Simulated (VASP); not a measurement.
Write the native input for VASP 6.6.1 that does the following.

```
Task                   : single point
Functional             : PBE
Potentials or basis    : VASP PAW PBE potentials, release 64 (Ti_sv)
Cutoff                 : 520 eV
k mesh                 : 12 × 12 × 1
Occupations            : gaussian, width 0.1 eV
Spin                   : no spin polarisation
Dipole correction      : yes
Electric field (eV/Å)  : 0.3 eV/Å
Further INCAR settings : ALGO = Normal; EDIFF = 1e-06; NBANDS = 51; EFIELD = 0.3
```

The structure of Ti lies in POSCAR:

```
Ti
1.0
    2.9384580613      0.0000000000      0.0000000000
   -1.4692290307      2.5447793291      0.0000000000
    0.0000000000      0.0000000000     28.9519020424
Ti
7
Direct
    0.6666666667      0.3333333333      0.2590503377
    0.3333333333      0.6666666667      0.3393668918
    0.6666666667      0.3333333333      0.4196834459
    0.3333333333      0.6666666667      0.5000000000
    0.6666666667      0.3333333333      0.5803165541
    0.3333333333      0.6666666667      0.6606331082
    0.6666666667      0.3333333333      0.7409496623
```

The input as run:

INCAR

```
PREC = Accurate
ENCUT = 520
EDIFF = 1E-6
ISMEAR = 0
SIGMA = 0.1
LREAL = F
LASPH = T
NELM = 100
ALGO = Normal
ISIF = 2
LWAVE = F
LCHARG = F
LDIPOL = T
IDIPOL = 3
DIPOL = 0.5 0.5 0.500
GGA = PE
EFIELD = 0.3
NBANDS = 51
```

KPOINTS

```
regular mesh
0
Gamma
  12 12 1
```

Potentials or basis: VASP PAW PBE potentials, release 64 (Ti_sv).

Command:

```sh
$ cat potpaw_PBE.64/Ti_sv/POTCAR > POTCAR
$ mpirun -np 1 vasp_std > vasp.out
```

It gave:

The largest force is 0.639 eV/Å and the band gap on the k mesh is zero (bands 42 and 43 overlap by 0.99 eV).

It took 21 min on 1 thread of Intel Xeon 8259CL (shared host), peak memory 0.42 GiB.
